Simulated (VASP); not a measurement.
# As (R-3m) in VASP: a series of runs, part 2 of 2

VASP 6.6.1.

### 4 Single point, r2SCAN

The input, POSCAR:

```
As
1.0
    1.7950784285      1.0363890139      5.0542643309
   -1.7950784285      1.0363890139      5.0542643309
    0.0000000000     -2.0727780278      5.0542643309
As
2
Direct
    0.7883402482      0.7883402482      0.7883402482
    0.2116597518      0.2116597518      0.2116597518
```

The input, INCAR.step1:

```
SYSTEM = As
ALGO = Normal
EDIFF = 1E-4
ENCUT = 520
GGA = PE
ISMEAR = 1
LASPH = .True.
LCHARG = .False.
LREAL = .False.
LWAVE = .True.
NBANDS = 12
NELM = 80
PREC = Accurate
SIGMA = 1.0
```

The input, INCAR.step2:

```
SYSTEM = As
ALGO = Normal
EDIFF = 1E-6
ENCUT = 520
ISIF = 2
ISMEAR = 1
ISTART = 1
LASPH = .True.
LCHARG = .False.
LMIXTAU = .True.
LREAL = .False.
LWAVE = .False.
METAGGA = R2SCAN
NBANDS = 12
NELM = 80
PREC = Accurate
SIGMA = 1.0
```

The input, KPOINTS:

```
k-points
0
Gamma
  10 10 10
  0 0 0
```

Potentials or basis: VASP PAW PBE potentials, release 64 (As).

Command:

```sh
cat potpaw_PBE.64/As/POTCAR > POTCAR
cp INCAR.step1 INCAR
mpirun -np 1 vasp_std > vasp.out
cp INCAR.step2 INCAR
mpirun -np 1 vasp_std > vasp.out
```

OUTCAR:

```text
SYSTEM = As
   EDIFF = 1E-6
   ENCUT = 520
   ISIF = 2
   ISMEAR = 1
   ISTART = 1
   LASPH = .True.
   LREAL = .False.
   METAGGA = R2SCAN
   NELM = 80
   PREC = Accurate

 ion  position               nearest neighbor table
   1  0.788  0.788  0.788-   2 2.48   2 2.48   2 2.48
   2  0.212  0.212  0.212-   1 2.48   1 2.48   1 2.48

  LATTYP: Found a trigonal (rhomboedric) cell.
 ALAT       =     5.4627828695
 COS(alpha) =     0.7840421605

  Lattice vectors:

 A1 = (   1.7950784285,   1.0363890139,   5.0542643309)
 A2 = (  -1.7950784285,   1.0363890139,   5.0542643309)
 A3 = (   0.0000000000,  -2.0727780278,   5.0542643309)

Analysis of symmetry for initial positions (statically):
=====================================================================
 Subroutine PRICEL returns:
 Original cell was already a primitive cell.

 Routine SETGRP: Setting up the symmetry group for a
 trigonal (rhombohedral) supercell.

 Subroutine GETGRP returns: Found 12 space group operations
 (whereof 12 operations were pure point group operations)
 out of a pool of 12 trial point group operations.

The static configuration has the point symmetry D_3d.

Analysis of symmetry for dynamics (positions and initial velocities):
=====================================================================
 Subroutine PRICEL returns:
 Original cell was already a primitive cell.

 Routine SETGRP: Setting up the symmetry group for a
 trigonal (rhombohedral) supercell.

 Subroutine GETGRP returns: Found 12 space group operations
 (whereof 12 operations were pure point group operations)
 out of a pool of 12 trial point group operations.

The dynamic configuration has the point symmetry D_3d.

 Subroutine INISYM returns: Found 12 space group operations
 (whereof 12 operations are pure point group operations),
 and found     1 'primitive' translations

----------------------------------------------------------------------------------------

                                     Primitive cell

  volume of cell :      56.4177

  direct lattice vectors                    reciprocal lattice vectors
     1.795078429  1.036389014  5.054264331     0.278539362  0.160814776  0.065950910
    -1.795078429  1.036389014  5.054264331    -0.278539362  0.160814776  0.065950910
     0.000000000 -2.072778028  5.054264331     0.000000000 -0.321629551  0.065950910

  length of vectors
     5.462782869  5.462782869  5.462782869     0.328321627  0.328321627  0.328321627

  position of ions in fractional coordinates (direct lattice)
     0.788340248  0.788340248  0.788340248
     0.211659752  0.211659752  0.211659752

  ion indices of the primitive-cell ions
   primitive index   ion index
                 1           1
                 2           2

----------------------------------------------------------------------------------------

 KPOINTS: k-points

Automatic generation of k-mesh.
 Grid dimensions read from file:
 generate k-points for:   10   10   10

 Generating k-lattice:

  Cartesian coordinates                     Fractional coordinates (reciprocal lattice)
     0.027853936  0.016081478  0.006595091     0.100000000 -0.000000000  0.000000000
    -0.027853936  0.016081478  0.006595091    -0.000000000  0.100000000  0.000000000
[... 41 lines left out ...]
   number of dos      NEDOS =    301   number of ions     NIONS =      2
   total plane-waves  NPLWV =  74088
   dimension x,y,z NGX =    42 NGY =   42 NGZ =   42
   dimension x,y,z NGXF=    84 NGYF=   84 NGZF=   84
   ions per type =               2
   NGX,Y,Z   is equivalent  to a cutoff of  12.78, 12.78, 12.78 a.u.
   NGXF,Y,Z  is equivalent  to a cutoff of  25.56, 25.56, 25.56 a.u.
 SYSTEM =  As
   PREC   = accura    normal or accurate (medium, high low for compatibility)
   ISTART =      1    job   : 0-new  1-cont  2-samecut
   ICHARG =      0    charge: 1-file 2-atom 10-const
   ISPIN  =      1    spin polarized calculation?
   LNONCOLLINEAR =      F non collinear calculations
   LSORBIT =      F    spin-orbit coupling
   LASPH  =      T    aspherical Exc in radial PAW
   ENCUT  =  520.0 eV  38.22 Ry    6.18 a.u.  10.16 10.16 10.16*2*pi/ulx,y,z
   NELM   =     80;   NELMIN=  2; NELMDL=  0     # of ELM steps
   EDIFF  = 0.1E-05   stopping-criterion for ELM
   LREAL  =      F    real-space projection
   EDIFFG = 0.1E-04   stopping-criterion for IOM
   NSW    =      0    number of steps for IOM
   IBRION =     -1    ionic relax: 0-MD 1-quasi-New 2-CG
   NFREE  =      0    steps in history (QN), initial steepest desc. (CG)
   ISIF   =      2    stress and relaxation
   ISYM   =      2    0-nonsym 1-usesym 2-fastsym
   POTIM  = 0.5000    time-step for ionic-motion
   TEBEG  =    0.0;   TEEND  =   0.0 temperature during run
   PSTRESS=    0.0 pullay stress
   NELECT =      10.0000    total number of electrons
   NUPDOWN=      -1.0000    fix difference up-down
   EMIN   =  10.00;   EMAX   =-10.00  energy-range for DOS
   EFERMI =   0.00;   METHOD = LEGACY
   ISMEAR =     1;   SIGMA  =   1.00  broadening in eV -4-tet -1-fermi 0-gaus
   EFERMI_NEDOS =   21; number of points for ismear=-14 and -15
   IALGO  =     38    algorithm
   IMIX   =      4    mixing-type and parameters
     AMIX     =   0.40;   BMIX     =  1.00
     AMIX_MAG =   1.60;   BMIX_MAG =  1.00
  volume/ion in A,a.u.               =      28.21       190.36
  Fermi-wavevector in a.u.,A,eV,Ry     =   0.919609  1.737808 11.506174  0.845680
  Thomas-Fermi vector in A             =   2.044822
   LORBIT       =      0    0 simple, 1 ext, 2 COOP (PROOUT), +10 PAW based schemes
   METAGGA = R2SCAN    functional components
   LHFCALC =     F    Hartree Fock is set to
   AEXX    =    0.0000 exact exchange contribution
   IVDW    =     0    specifies the selected vdW correction
   LEPSILON=     F    determine dielectric tensor
   LRPA    =     F    only Hartree local field effects (RPA)
 non-spin polarized calculation
 Methfessel and Paxton  Order N= 1 SIGMA  =   1.00
  energy-cutoff  :      520.00
  volume of cell :       56.42
 maximum number of plane-waves:      1543
 NGX is ok and might be reduce to    42
   NGX = 21   NGY = 21   NGZ = 21

 number of electron      10.0000000 magnetization

 Free energy of the ion-electron system (eV)
  ---------------------------------------------------
  ext. energy  EPLUGINS =         0.00000000
  ---------------------------------------------------
  free energy    TOTEN  =       -29.38303979 eV

  energy without entropy =      -29.49941130  energy(sigma->0) =      -29.42183029

 E-fermi :   3.1499     XC(G=0):  -8.8526

 val. band max:        2.7379777933   @ k =   0.5000   0.5000   0.5000
 cond. band min:       3.3415767076   @ k =   0.4000  -0.0000   0.0000
 fundamental gap:      0.6035989143
 Fermi energy:         3.1498549404

 k-point     1 :       0.0000    0.0000    0.0000
  band No.  band energies     occupation
      1     -12.4209      2.00000
      2      -5.1101      2.00000
      3       0.3524      2.00055
      4       1.7020      2.05980
      5       1.7020      2.05980
      6       4.5951     -0.06001
      7       5.6373     -0.00245
      8       5.6373     -0.00245
      9      11.2409     -0.00000
     10      12.2818     -0.00000
     11      12.2818     -0.00000
     12      12.7810     -0.00000
[... 331 lines left out ...]
 k-point    24 :       0.4000    0.3000   -0.0000
  band No.  band energies     occupation
      1     -10.6465      2.00000
      2      -6.5109      2.00000
      3      -1.9666      2.00000
      4      -0.6465      2.00000
      5       0.7900      2.00423
      6       4.7243     -0.04849
      7       6.2161     -0.00013
      8       6.4261     -0.00004
      9       9.7311     -0.00000
     10      11.9959     -0.00000
     11      12.9761     -0.00000
     12      13.7401     -0.00000

 [... further k-points ...]

------------------------ aborting loop because EDIFF is reached ----------------------------------------

  FORCE on cell =-STRESS in cart. coord.  units (eV):
  Direction    XX          YY          ZZ          XY          YZ          ZX
  --------------------------------------------------------------------------------------
  -------------------------------------------------------------------------------------
  Total       -0.0092677     -0.0092677      0.0270635      0.0000000      0.0000000      0.0000000
  in kB       -0.2631877     -0.2631877      0.7685634      0.0000000      0.0000000      0.0000000
  external PRESSURE =       0.0807293 kB  Pullay stress =       0.0000000 kB

 VOLUME and BASIS-vectors are now :
 -----------------------------------------------------------------------------
  energy-cutoff  :      520.00
  volume of cell :       56.42
      direct lattice vectors                 reciprocal lattice vectors
     1.795078429  1.036389014  5.054264331     0.278539362  0.160814776  0.065950910
    -1.795078429  1.036389014  5.054264331    -0.278539362  0.160814776  0.065950910
     0.000000000 -2.072778028  5.054264331     0.000000000 -0.321629551  0.065950910

 POSITION                                       TOTAL-FORCE (eV/Angst)
 -----------------------------------------------------------------------------------
      0.00000      0.00000     11.95344         0.000000     -0.000000     -0.033090
      0.00000      0.00000      3.20935         0.000000      0.000000      0.033090
 -----------------------------------------------------------------------------------
    total drift:                               -0.000000     -0.000000      0.000000

  FREE ENERGIE OF THE ION-ELECTRON SYSTEM (eV)
  ---------------------------------------------------
  free  energy   TOTEN  =       -29.3830397902 eV

  energy  without entropy=      -29.4994112985  energy(sigma->0) =      -29.42183029
```

OSZICAR.step1:

```text
N       E                     dE             d eps       ncg     rms          rms(c)
DAV:   1     0.328917841392E+02    0.32892E+02   -0.40361E+03  2784   0.674E+02
DAV:   2    -0.722942447086E+01   -0.40121E+02   -0.37994E+02  3680   0.109E+02
DAV:   3    -0.931444351142E+01   -0.20850E+01   -0.20773E+01  3592   0.265E+01
DAV:   4    -0.933068011898E+01   -0.16237E-01   -0.16235E-01  3124   0.268E+00
DAV:   5    -0.933077195306E+01   -0.91834E-04   -0.91833E-04  3560   0.211E-01    0.341E+00
DAV:   6    -0.929406544724E+01    0.36707E-01   -0.16103E-02  3088   0.678E-01    0.204E+00
DAV:   7    -0.927673183440E+01    0.17334E-01   -0.33500E-02  3248   0.100E+00    0.114E-01
DAV:   8    -0.927726959084E+01   -0.53776E-03   -0.12762E-03  3040   0.189E-01    0.346E-02
DAV:   9    -0.927738902051E+01   -0.11943E-03   -0.11181E-04  3284   0.646E-02    0.209E-02
DAV:  10    -0.927739682723E+01   -0.78067E-05   -0.91039E-06  1740   0.180E-02
   1 F= -.92773968E+01 E0= -.93205666E+01  d E =0.129509E+00
```

Run time: 10 min. Hardware: 1 thread of Intel Xeon 8259CL, shared host; peak memory 0.31 GiB.

What came out:

* Free energy: -29.3830 eV
* Pressure: 0.0 GPa
* Largest force: 0.033 eV/Å
* Band gap on the k mesh: 0.60 eV (least direct gap 1.15 eV)

Forces in eV/Å, atoms in the order of the input:
```
As   0.000  0.000 -0.033
As   0.000  0.000  0.033
```

Caveat: so wide a smearing shifts energies and pressures; the PAW data sets were made with another functional, which shifts forces and pressure a little. A k mesh can miss the band edges.

### 5 Single point, r2SCAN

The input, POSCAR:

```
As
1.0
    1.7943161387      1.0359489057      5.0625250313
   -1.7943161387      1.0359489057      5.0625250313
    0.0000000000     -2.0718978114      5.0625250313
As
2
Direct
    0.7884381481      0.7884381481      0.7884381481
    0.2115618519      0.2115618519      0.2115618519
```

The input, INCAR.step1:

```
PREC     = Accurate       # precision mode
ENCUT    = 550            # plane-wave cutoff, eV
ISMEAR   = -1             # smearing method
SIGMA    = 0.1            # smearing width, eV
LREAL    = F              # projectors in reciprocal space
LASPH    = T              # aspherical terms in the spheres
NELM     = 120            # most SCF steps
NBANDS   = 12             # bands
GGA      = PE             # functional
ALGO     = Normal         # electronic algorithm
EDIFF    = 1E-5           # SCF threshold, eV
LWAVE    = T              # write WAVECAR
LCHARG   = F              # write CHGCAR
GGA_COMPAT= F
```

The input, INCAR.step2:

```
PREC     = Accurate       # precision mode
ENCUT    = 550            # plane-wave cutoff, eV
EDIFF    = 1E-6           # SCF threshold, eV
ISMEAR   = -1             # smearing method
SIGMA    = 0.1            # smearing width, eV
LREAL    = F              # projectors in reciprocal space
LASPH    = T              # aspherical terms in the spheres
NELM     = 120            # most SCF steps
ALGO     = Normal         # electronic algorithm
ISIF     = 2              # what is computed and relaxed
LWAVE    = F              # write WAVECAR
LCHARG   = T              # write CHGCAR
METAGGA  = R2SCAN         # meta-GGA
LMIXTAU  = T            
LELF     = T              # ELF
LVHAR    = T            
NBANDS   = 12             # bands
ISTART   = 1            
GGA_COMPAT= F
```

The input, KPOINTS:

```
regular mesh
0
Gamma
  10 10 10
```

Command:

```sh
cat potpaw_PBE.64/As/POTCAR > POTCAR
cp INCAR.step1 INCAR
mpirun -np 1 vasp_std > vasp.out
cp INCAR.step2 INCAR
mpirun -np 1 vasp_std > vasp.out
```

Run time: 12 min. Hardware: 1 thread of Oxide Virtual Turin-like, shared host; peak memory 0.28 GiB.

Results (log left out):

```
Free energy            : -29.4188 eV
Pressure               : 0.2 GPa
Largest force          : 0.077 eV/Å
Band gap on the k mesh : 0.62 eV (least direct gap 1.17 eV)
```

Forces in eV/Å, atoms in the order of the input:
```
As   0.000  0.000 -0.077
As   0.000  0.000  0.077
```

Stress tensor (GPa, compression positive):
```
0.14 0.00 0.00
0.00 0.14 0.00
0.00 0.00 0.30
```

Levels at points of the mesh, in eV from the valence-band top:
```csv
k point,band 3,band 4,band 5,band 6,band 7,band 8
"(0.00, 0.00, 0.00)",-2.37,-1.02,-1.02,1.87,2.92,2.92
"(0.50, 0.00, 0.00)",-4.26,-2.96,-2.02,0.97,1.73,3.73
"(0.50, 0.50, 0.00)",-4.60,-3.04,-2.92,1.68,3.77,4.31
"(0.50, 0.50, 0.50)",-1.00,-1.00,0.00,1.17,2.76,2.76
```

Caveat: the PAW data sets were made with another functional, which shifts forces and pressure a little. A k mesh can miss the band edges.

### 6 Single point, r2SCAN

POSCAR is that of step 5.

The input, INCAR.step1:

```
SYSTEM = As
PREC = Accurate ; ENCUT = 550
ISMEAR = -1 ; SIGMA = 0.1
LREAL = .False. ; LASPH = .True.
NELM = 120 ; NBANDS = 12
GGA = PE ; ALGO = Normal
EDIFF = 1E-5 ; LWAVE = .True.
LCHARG = .False. ; GGA_COMPAT = .False.
```

The input, INCAR.step2:

```
SYSTEM = As
PREC = Accurate ; ENCUT = 550
EDIFF = 1E-6 ; ISMEAR = -1
SIGMA = 0.1 ; LREAL = .False.
LASPH = .True. ; NELM = 120
ALGO = Normal ; ISIF = 2
LWAVE = .False. ; LCHARG = .False.
METAGGA = R2SCAN ; LMIXTAU = .True.
NBANDS = 12 ; ISTART = 1
GGA_COMPAT = .False.
```

The input, KPOINTS:

```
Automatic mesh
0
Gamma
  17 17 17
  0 0 0
```

Potentials or basis: VASP PAW PBE potentials, release 64 (As).

Command:

```sh
cat potpaw_PBE.64/As/POTCAR > POTCAR
cp INCAR.step1 INCAR
mpirun -np 1 vasp_std > vasp.out
cp INCAR.step2 INCAR
mpirun -np 1 vasp_std > vasp.out
```

Wall time 52 min (1 thread of Oxide Virtual Turin-like, shared host); peak memory 0.47 GiB.

It converged, with:

```
Free energy   : -29.4195 eV
Pressure      : 0.2 GPa
Largest force : 0.079 eV/Å
```

Forces on the atoms (eV/Å):
```
As   0.000  0.000 -0.079
As   0.000  0.000  0.079
```

Stress tensor (GPa, compression positive):
```
0.13 0.00 0.00
0.00 0.13 0.00
0.00 0.00 0.32
```

Levels at points of the mesh, in eV from the Fermi level:
```tsv
k point	band 1	band 2	band 3	band 4	band 5	band 6	band 7	band 8	band 9	band 10
(0.00, 0.00, 0.00)	-15.41	-8.10	-2.62	-1.28	-1.28	1.62	2.66	2.66	8.25	9.31
```

Caveat: the PAW data sets were made with another functional, which shifts forces and pressure a little.

### 7 Summary

| cell | k mesh | cutoff (eV) | smearing | gap on the mesh (eV) | pressure (GPa) | largest force (eV/Å) |
| --- | --- | --- | --- | --- | --- | --- |
| a = 5.463 Å, angles 38.4°, 2 atoms, atomic positions A | 10 × 10 × 10 | 520 | methfessel-paxton 0.3 eV | 0.60 | 0.1 | 0.06 |
| a = 5.463 Å, angles 38.4°, 2 atoms, atomic positions A | 10 × 10 × 10 | 520 | methfessel-paxton 0.6 eV | 0.60 | 0.1 | 0.06 |
| a = 5.463 Å, angles 38.4°, 2 atoms, atomic positions A | 10 × 10 × 10 | 520 | methfessel-paxton 1 eV | 0.60 | 0.0 | 0.03 |
| a = 5.470 Å, angles 38.3°, 2 atoms, atomic positions B | 10 × 10 × 10 | 550 | fermi-dirac 0.1 eV | 0.62 | 0.2 | 0.08 |
| a = 5.470 Å, angles 38.3°, 2 atoms, atomic positions B | 17 × 17 × 17 | 550 | fermi-dirac 0.1 eV | - | 0.2 | 0.08 |

Alike in all rows: task single point; level r2SCAN; potentials or basis VASP PAW PBE potentials, release 64 (As); no spin polarisation.

Caveats: the PAW data sets were made with another functional, which shifts forces and pressure a little; so wide a smearing shifts energies and pressures (at least some runs).

Absolute energies hang on the potentials; compare differences alone.
